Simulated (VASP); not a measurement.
# Si48C49 (a cell with a defect) in VASP: single point with PBEsol

Aim: the single point of Si48C49 (a cell with a defect) with PBEsol.

All numbers are computed with VASP 6.6.1; they aren't measurements. Logs are shortened: lines on timing, memory, paths and dates and some standing lists are left out, and cuts for length are marked.

## Step 1: The cell of the first run

The cell holds a defect, 97 atoms: a = 9.234 Å, b = 10.663 Å, c = 10.076 Å, α = 90.00°, β = 90.00°, γ = 90.00°.

## Step 2: Single point, PBEsol

Contents of INCAR:

```
SYSTEM = Si48C49
PREC = Accurate ; ENCUT = 520
EDIFF = 1E-6 ; ISMEAR = -1
SIGMA = 0.05 ; LREAL = Auto
LASPH = .TRUE. ; NELM = 120
ALGO = Normal ; ISIF = 2
LWAVE = .FALSE. ; LCHARG = .FALSE.
GGA = PS ; NELECT = 390.0
ISYM = -1 ; NBANDS = 248
GGA_COMPAT = .FALSE.
```

Contents of KPOINTS:

```
explicit points
1
Reciprocal
  0.25000000   0.25000000   0.25000000 1
```

Contents of POSCAR:

```
Si48C49
1.0
    9.2342040000      0.0000000000      0.0000000000
    0.0000000000     10.6627400000      0.0000000000
    0.0000000000      0.0000000000     10.0759470000
Si C
48 49
Direct
    0.0007310000      0.0051610000      0.4997550000
    0.3288650000      0.9919140000      0.5002650000
    0.1700540000      0.2536540000      0.4979580000
    0.9962250000      0.5005000000      0.4995520000
    0.6672660000      0.9973560000      0.4995760000
    0.4932430000      0.2297270000      0.5031170000
    0.3327860000      0.5018620000      0.4955180000
    0.1610180000      0.7516310000      0.5000250000
    0.8314250000      0.2510410000      0.4992490000
    0.6813210000      0.5162150000      0.5039250000
    0.4984660000      0.7459580000      0.4983600000
    0.8385390000      0.7574460000      0.5008420000
    0.0013550000      0.1676210000      0.2508660000
    0.3363590000      0.1677170000      0.2522120000
    0.1677790000      0.4173220000      0.2519900000
    0.9996150000      0.6661770000      0.2500840000
    0.6659370000      0.1664400000      0.2496990000
    0.4938980000      0.4189840000      0.2542330000
    0.3328510000      0.6654620000      0.2524280000
    0.1664350000      0.9159520000      0.2502850000
    0.8322050000      0.4171870000      0.2496700000
    0.6661740000      0.6634490000      0.2528990000
    0.4996800000      0.9150850000      0.2508600000
    0.8341560000      0.9163200000      0.2504710000
    0.1679590000      0.0836550000      0.7497260000
    0.0014330000      0.3332150000      0.7493880000
    0.5006320000      0.0800440000      0.7514140000
    0.3352060000      0.3329910000      0.7469180000
    0.1683490000      0.5821120000      0.7482670000
    0.0009350000      0.8341180000      0.7513860000
    0.8335430000      0.0830880000      0.7500190000
    0.6681010000      0.3325950000      0.7483240000
    0.5010110000      0.5819070000      0.7474430000
    0.3336390000      0.8309470000      0.7504910000
    0.8361790000      0.5840140000      0.7521210000
    0.6671030000      0.8317500000      0.7499530000
    0.0009270000      0.0001810000      0.0006070000
    0.3339110000      0.9983120000      0.0010170000
    0.1688910000      0.2501450000      0.0007350000
    0.0010480000      0.4998290000      0.0007150000
    0.6668800000      0.9984220000      0.0009350000
    0.5015610000      0.2483330000      0.9989530000
    0.3338670000      0.4994400000      0.9992800000
    0.1669760000      0.7487660000      0.0004500000
    0.8337320000      0.2498310000      0.0004340000
    0.6683110000      0.4991030000      0.9995840000
    0.5006070000      0.7476620000      0.0011420000
    0.8342670000      0.7496190000      0.0012800000
    0.0004950000      0.0006570000      0.1875590000
    0.3335310000      0.9992270000      0.1875960000
    0.1685500000      0.2501280000      0.1882150000
    0.0000500000      0.4995610000      0.1871740000
    0.6671680000      0.9986680000      0.1881120000
    0.5027820000      0.2486260000      0.1834470000
    0.3302430000      0.5013580000      0.1840810000
    0.1661260000      0.7498280000      0.1868650000
    0.8342540000      0.2494550000      0.1879440000
    0.6678930000      0.4979110000      0.1843830000
    0.5003450000      0.7483110000      0.1885060000
    0.8331550000      0.7497650000      0.1876700000
    0.0007730000      0.0009040000      0.6878900000
    0.3330800000      0.9971280000      0.6882550000
    0.1679610000      0.2500300000      0.6864800000
    0.0001570000      0.4998890000      0.6874680000
    0.6675110000      0.9980920000      0.6875740000
    0.5018280000      0.2455870000      0.6895430000
    0.3350110000      0.4991470000      0.6851230000
    0.1655450000      0.7497410000      0.6879900000
    0.8343750000      0.2493660000      0.6868940000
    0.6711800000      0.5007790000      0.6900530000
    0.5003450000      0.7486870000      0.6868700000
    0.8355140000      0.7511080000      0.6886510000
    0.0000330000      0.1704770000      0.4383120000
    0.3249600000      0.1522260000      0.4388700000
    0.1576050000      0.4211530000      0.4379760000
    0.9974580000      0.6669820000      0.4383160000
    0.6677300000      0.1625570000      0.4384310000
    0.4396260000      0.3664960000      0.4240490000
    0.3231520000      0.6742460000      0.4381670000
    0.1604460000      0.9156340000      0.4381870000
    0.8316940000      0.4171410000      0.4381780000
    0.6765780000      0.6808270000      0.4391020000
    0.4992240000      0.9146440000      0.4387890000
    0.8370180000      0.9212850000      0.4380600000
    0.1678340000      0.0830670000      0.9381710000
    0.0010870000      0.3326380000      0.9380650000
    0.5004630000      0.0804630000      0.9380470000
    0.3349640000      0.3324520000      0.9361840000
    0.1672160000      0.5826350000      0.9362560000
    0.0007800000      0.8337470000      0.9388080000
    0.8335290000      0.0826980000      0.9383450000
    0.6679030000      0.3323820000      0.9361590000
    0.5012540000      0.5821060000      0.9365940000
    0.3339890000      0.8315210000      0.9384930000
    0.8354170000      0.5838400000      0.9385670000
    0.6671290000      0.8319650000      0.9383010000
    0.5168990000      0.4909840000      0.4250870000
```

Potentials or basis: VASP PAW PBE potentials, release 64 (Si, C).

Started as:

```
$ cat potpaw_PBE.64/Si/POTCAR potpaw_PBE.64/C/POTCAR > POTCAR
$ mpirun -np 1 vasp_std > vasp.out
```

OUTCAR:

```text
SYSTEM = Si48C49
   PREC = Accurate
   ENCUT = 520
   EDIFF = 1E-6
   ISMEAR = -1
   LREAL = Auto
   LASPH = .TRUE.
   NELM = 120
   ISIF = 2
   GGA = PS
   NELECT = 390.0
   ISYM = -1

 ion  position               nearest neighbor table
   1  0.001  0.005  0.500-  80 1.86  84 1.86  73 1.87  61 1.90   2 3.03  12 3.04  13 3.05   9 3.05
                            25 3.07  31 3.07   3 3.08   5 3.08   8 3.08  20 3.09  24 3.09  30 3.12
   2  0.329  0.992  0.500-  74 1.82  80 1.86  83 1.88  62 1.90   6 2.96   8 2.99   1 3.03  20 3.04
                            34 3.05  11 3.05  23 3.08  25 3.08  14 3.12   5 3.13  27 3.13
   3  0.170  0.254  0.498-  75 1.89  74 1.89  63 1.90  73 1.90   6 3.00  15 3.03   7 3.04  14 3.05
                            28 3.06   1 3.08  13 3.08   4 3.08  26 3.09  25 3.12   9 3.13
   4  0.996  0.501  0.500-  75 1.82  81 1.87  76 1.88  64 1.89  10 2.91   9 3.06  21 3.07  16 3.07
                            35 3.07   8 3.08   3 3.08  15 3.09  26 3.09  29 3.09  12 3.10   7 3.11
   5  0.667  0.997  0.500-  77 1.87  84 1.87  83 1.89  65 1.89   6 2.95  12 3.01  24 3.07  23 3.07
                            36 3.08   1 3.08  31 3.09  27 3.10  17 3.10   9 3.10  11 3.10   2 3.13
   6  0.493  0.230  0.503-  78 1.73  74 1.88  77 1.88  66 1.89   5 2.95   2 2.96  27 2.97  14 2.99
                             3 3.00  28 3.06  17 3.09   9 3.13  32 3.15
   7  0.333  0.502  0.496-  97 1.85  78 1.89  67 1.91  75 1.92  79 1.93  18 2.98  19 3.01  11 3.02
                            15 3.03   3 3.04  29 3.09  33 3.10   8 3.10  28 3.11   4 3.11
   8  0.161  0.752  0.500-  79 1.82  80 1.86  76 1.87  68 1.89  12 2.98   2 2.99  30 3.06  16 3.06
                            20 3.07   4 3.08   1 3.08  29 3.09  19 3.10   7 3.10  34 3.10  11 3.12
   9  0.831  0.251  0.499-  81 1.87  73 1.88  77 1.88  69 1.89   1 3.05  32 3.05   4 3.06  21 3.08
                            17 3.08  13 3.08  26 3.10  31 3.10   5 3.10   3 3.13   6 3.13
  10  0.681  0.516  0.504-  97 1.73  81 1.87  82 1.87  70 1.88   4 2.91  12 2.95  35 2.97  11 2.98
                            22 2.98  33 3.05  21 3.10  32 3.15
  11  0.498  0.746  0.498-  82 1.88  79 1.89  83 1.90  71 1.90  10 2.98   7 3.02  19 3.04  22 3.05
                             2 3.05  33 3.06  23 3.08  34 3.10   5 3.10  36 3.11   8 3.12  12 3.14
  12  0.839  0.757  0.501-  82 1.81  84 1.86  76 1.87  72 1.89  10 2.95   8 2.98   5 3.01   1 3.04
                            24 3.04  30 3.05  36 3.07  16 3.09   4 3.10  22 3.13  35 3.14  11 3.14
  13  0.001  0.168  0.251-  57 1.88  51 1.89  73 1.89  49 1.89   1 3.05  15 3.07   3 3.08   9 3.08
                            39 3.09  21 3.09  20 3.09  45 3.09  37 3.09  24 3.09  14 3.09  17 3.10
  14  0.336  0.168  0.252-  74 1.89  54 1.89  51 1.89  50 1.91   6 2.99  17 3.04  18 3.05   3 3.05
                            15 3.08  23 3.09  13 3.09  42 3.09  39 3.10  20 3.11  38 3.11   2 3.12
  15  0.168  0.417  0.252-  55 1.88  75 1.88  51 1.90  52 1.90  18 3.01   7 3.03   3 3.03  19 3.05
                            13 3.07  16 3.07  14 3.08   4 3.09  40 3.09  39 3.10  43 3.10  21 3.10
  16  1.000  0.666  0.250-  60 1.88  52 1.89  56 1.89  76 1.90   8 3.06  48 3.07  21 3.07   4 3.07
                            24 3.07  15 3.07  40 3.08  20 3.08  19 3.08  22 3.08  44 3.08  12 3.09
  17  0.666  0.166  0.250-  54 1.87  53 1.89  57 1.89  77 1.90  14 3.04  42 3.07   9 3.08  41 3.08
                            45 3.08  21 3.08   6 3.09  24 3.09  23 3.09   5 3.10  13 3.10  18 3.13
  18  0.494  0.419  0.254-  78 1.87  55 1.89  97 1.90  58 1.95  54 1.95   7 2.98  15 3.01  19 3.02
                            14 3.05  22 3.05  43 3.09  21 3.12  17 3.13  46 3.15
  19  0.333  0.665  0.252-  79 1.88  55 1.88  59 1.89  56 1.90   7 3.01  18 3.02  11 3.04  15 3.05
                            23 3.08  16 3.08  22 3.08  20 3.08  47 3.09  44 3.10   8 3.10  43 3.10
  20  0.166  0.916  0.250-  56 1.88  49 1.89  50 1.89  80 1.89   2 3.04   8 3.07  24 3.07  16 3.08
                            23 3.08  38 3.08  37 3.08  19 3.08  44 3.08  13 3.09   1 3.09  14 3.11
  21  0.832  0.417  0.250-  58 1.86  52 1.89  57 1.89  81 1.90  22 3.04  46 3.07   4 3.07  16 3.07
                             9 3.08  45 3.08  40 3.08  17 3.08  13 3.09  15 3.10  10 3.10  18 3.12
  22  0.666  0.663  0.253-  82 1.89  59 1.89  58 1.90  60 1.91  10 2.98  21 3.04  11 3.05  18 3.05
                            19 3.08  16 3.08  23 3.09  47 3.09  46 3.10  24 3.11  48 3.11  12 3.13
  23  0.500  0.915  0.251-  59 1.89  50 1.89  83 1.89  53 1.89   5 3.07  19 3.08  38 3.08  20 3.08
[... 349 lines left out ...]
   NSW    =      0    number of steps for IOM
   IBRION =     -1    ionic relax: 0-MD 1-quasi-New 2-CG
   NFREE  =      0    steps in history (QN), initial steepest desc. (CG)
   ISIF   =      2    stress and relaxation
   ISYM   =     -1    0-nonsym 1-usesym 2-fastsym
   POTIM  = 0.5000    time-step for ionic-motion
   TEBEG  =    0.0;   TEEND  =   0.0 temperature during run
   PSTRESS=    0.0 pullay stress
   NELECT =     390.0000    total number of electrons
   NUPDOWN=      -1.0000    fix difference up-down
   EMIN   =  10.00;   EMAX   =-10.00  energy-range for DOS
   EFERMI =   0.00;   METHOD = LEGACY
   ISMEAR =    -1;   SIGMA  =   0.05  broadening in eV -4-tet -1-fermi 0-gaus
   EFERMI_NEDOS =   21; number of points for ismear=-14 and -15
   IALGO  =     38    algorithm
   IMIX   =      4    mixing-type and parameters
     AMIX     =   0.40;   BMIX     =  1.00
     AMIX_MAG =   1.60;   BMIX_MAG =  1.00
  volume/ion in A,a.u.               =      10.23        69.02
  Fermi-wavevector in a.u.,A,eV,Ry     =   1.199255  2.266264 19.568080  1.438213
  Thomas-Fermi vector in A             =   2.335123
   LORBIT       =      0    0 simple, 1 ext, 2 COOP (PROOUT), +10 PAW based schemes
   GGA     = PS    functional components
   LHFCALC =     F    Hartree Fock is set to
   AEXX    =    0.0000 exact exchange contribution
   IVDW    =     0    specifies the selected vdW correction
   LEPSILON=     F    determine dielectric tensor
   LRPA    =     F    only Hartree local field effects (RPA)
 non-spin polarized calculation
  energy-cutoff  :      520.00
  volume of cell :      992.10
 maximum number of plane-waves:     26706
 NGX is ok and might be reduce to    70
   NGX = 35   NGY = 39   NGZ = 37

 number of electron     390.0000010 magnetization

 Free energy of the ion-electron system (eV)
  ---------------------------------------------------
  ext. energy  EPLUGINS =         0.00000000
  ---------------------------------------------------
  free energy    TOTEN  =      -747.66047069 eV

  energy without entropy =     -747.66019372  energy(sigma->0) =     -747.66033220

 E-fermi :  10.2890     XC(G=0): -11.5672

 val. band max:        9.8448994496   @ k =   0.2500   0.2500   0.2500
 cond. band min:      10.7354605776   @ k =   0.2500   0.2500   0.2500
 fundamental gap:      0.8905611280
 Fermi energy:        10.2890385631

 k-point     1 :       0.2500    0.2500    0.2500
  band No.  band energies     occupation
      1      -7.2425      2.00000
      2      -6.8313      2.00000
      3      -6.5968      2.00000
      4      -6.4893      2.00000
      5      -6.2099      2.00000
      6      -5.9688      2.00000
[... 199 lines left out ...]
    206      11.8021      0.00000
    207      11.8909      0.00000
 [bands above 207 left out]

------------------------ aborting loop because EDIFF is reached ----------------------------------------

  FORCE on cell =-STRESS in cart. coord.  units (eV):
  Direction    XX          YY          ZZ          XY          YZ          ZX
  --------------------------------------------------------------------------------------
  -------------------------------------------------------------------------------------
  Total       43.9027702     46.3188125     29.7758979      1.7468609      0.0009713      3.0692856
  in kB       70.9003450     74.8021086     48.0862921      2.8210758      0.0015687      4.9567124
  external PRESSURE =      64.5962485 kB  Pullay stress =       0.0000000 kB

 VOLUME and BASIS-vectors are now :
 -----------------------------------------------------------------------------
  energy-cutoff  :      520.00
  volume of cell :      992.10
      direct lattice vectors                 reciprocal lattice vectors
     9.234204000  0.000000000  0.000000000     0.108293037  0.000000000  0.000000000
     0.000000000 10.662740000  0.000000000     0.000000000  0.093784524  0.000000000
     0.000000000  0.000000000 10.075947000     0.000000000  0.000000000  0.099246254

 POSITION                                       TOTAL-FORCE (eV/Angst)
 -----------------------------------------------------------------------------------
      0.00675      0.05503      5.03550         0.004725     -0.007084     -0.000809
      3.03681     10.57652      5.04064         0.008199     -0.005308      0.012573
      1.57031      2.70465      5.01740         0.028629     -0.029393     -0.000453
      9.19934      5.33670      5.03346        -0.005059      0.011981      0.012243
      6.16167     10.63455      5.03370        -0.019530     -0.008581     -0.006395
      4.55471      2.44952      5.06938         0.015359     -0.013825      0.017196
[... 89 lines left out ...]
      6.16041      8.87103      9.45427         0.005316     -0.005574     -0.006382
      4.77315      5.23523      4.28315         0.049956      0.055314     -0.010739
 -----------------------------------------------------------------------------------
    total drift:                               -0.032310      0.000279     -0.037927

  FREE ENERGIE OF THE ION-ELECTRON SYSTEM (eV)
  ---------------------------------------------------
  free  energy   TOTEN  =      -747.6604706901 eV

  energy  without entropy=     -747.6601937199  energy(sigma->0) =     -747.66033220
```

It took 7.3 min on 1 thread of Intel Xeon Platinum 8488C (Sapphire Rapids), shared host; peak memory 0.92 GiB.

Results:

| Quantity | Value |
| --- | --- |
| Free energy | -747.6605 eV |
| Largest force | 0.075 eV/Å |

Forces in eV/Å, atoms in the order of the input:
```
Si   0.005 -0.007 -0.001
Si   0.008 -0.005  0.013
Si   0.029 -0.029  0.000
Si  -0.005  0.012  0.012
Si  -0.020 -0.009 -0.006
Si   0.015 -0.014  0.017
Si  -0.002 -0.003  0.044
Si  -0.002  0.002  0.015
Si  -0.021 -0.012 -0.002
Si   0.012  0.007  0.017
Si   0.021  0.011  0.005
Si  -0.013  0.009  0.008
Si  -0.007 -0.009  0.001
Si   0.008 -0.004  0.016
Si   0.028 -0.010 -0.002
Si  -0.004  0.021  0.007
Si   0.003  0.006  0.008
Si  -0.014 -0.021 -0.012
Si   0.009 -0.003 -0.013
Si  -0.008  0.023  0.003
Si  -0.021 -0.019  0.005
Si  -0.003  0.003  0.008
Si   0.011  0.009  0.010
Si   0.002  0.014  0.002
Si   0.003 -0.009 -0.004
Si  -0.007 -0.012 -0.005
Si  -0.019 -0.007 -0.001
Si   0.005 -0.007 -0.029
Si   0.002  0.001 -0.012
Si   0.010 -0.004 -0.010
Si   0.002 -0.003  0.004
Si  -0.023  0.002  0.007
Si  -0.001  0.007 -0.020
Si   0.003  0.001  0.000
Si   0.009  0.024 -0.019
Si  -0.007 -0.004 -0.002
Si   0.000  0.009  0.006
Si   0.008 -0.002 -0.001
Si  -0.003 -0.006 -0.006
Si   0.004 -0.013 -0.019
Si   0.002  0.006  0.012
Si   0.013 -0.008  0.005
Si   0.002 -0.006  0.007
Si   0.005  0.016 -0.010
Si  -0.008 -0.004  0.006
Si  -0.006 -0.028 -0.012
Si   0.001  0.014  0.004
Si  -0.004  0.018 -0.003
C    0.000  0.004  0.001
C   -0.001 -0.001  0.003
C   -0.007  0.002  0.000
C   -0.002 -0.002  0.001
C   -0.002 -0.004 -0.009
C   -0.001  0.007  0.002
C    0.005  0.002  0.005
C   -0.002 -0.009  0.010
C    0.005  0.001 -0.003
C   -0.009 -0.002  0.018
C    0.000  0.001 -0.008
C    0.005 -0.006  0.001
C   -0.003  0.001  0.001
C    0.004  0.004 -0.006
C    0.002  0.011  0.002
C    0.001  0.000 -0.008
C    0.002 -0.002  0.002
C    0.010  0.006 -0.014
C   -0.002 -0.003  0.002
C   -0.006  0.002 -0.008
C    0.017  0.004  0.007
C   -0.007 -0.007 -0.016
C   -0.004 -0.001  0.003
C    0.001 -0.011 -0.003
C   -0.002 -0.003 -0.004
C   -0.013  0.020 -0.016
C    0.004 -0.005 -0.002
C   -0.006  0.000 -0.002
C   -0.004  0.011  0.011
C   -0.042 -0.049 -0.012
C   -0.009 -0.007 -0.002
C   -0.002 -0.004  0.000
C    0.007  0.005  0.003
C   -0.011  0.002  0.002
C    0.003  0.008 -0.003
C   -0.002  0.009  0.001
C   -0.003  0.007  0.000
C    0.004  0.002  0.000
C    0.000  0.009 -0.006
C   -0.003  0.008  0.007
C    0.002 -0.003 -0.001
C    0.005 -0.008  0.003
C   -0.004  0.000 -0.005
C    0.002  0.013 -0.005
C    0.005 -0.011  0.006
C   -0.012 -0.005  0.008
C   -0.002  0.000  0.000
C    0.005 -0.006 -0.006
C    0.050  0.055 -0.011
```

Levels at points of the mesh, in eV from the Fermi level:
| k point | band 193 | band 194 | band 195 | band 196 | band 197 | band 198 |
| --- | --- | --- | --- | --- | --- | --- |
| (0.25, 0.25, 0.25) | -1.92 | -0.99 | -0.44 | 0.45 | 0.60 | 0.73 |

Caveat: the cell carries a net charge on a neutralising background, which shifts energy and pressure; the cell is charged against a uniform background, so pressure and absolute levels hang on convention; the PAW data sets were made with another functional, which shifts forces and pressure a little.
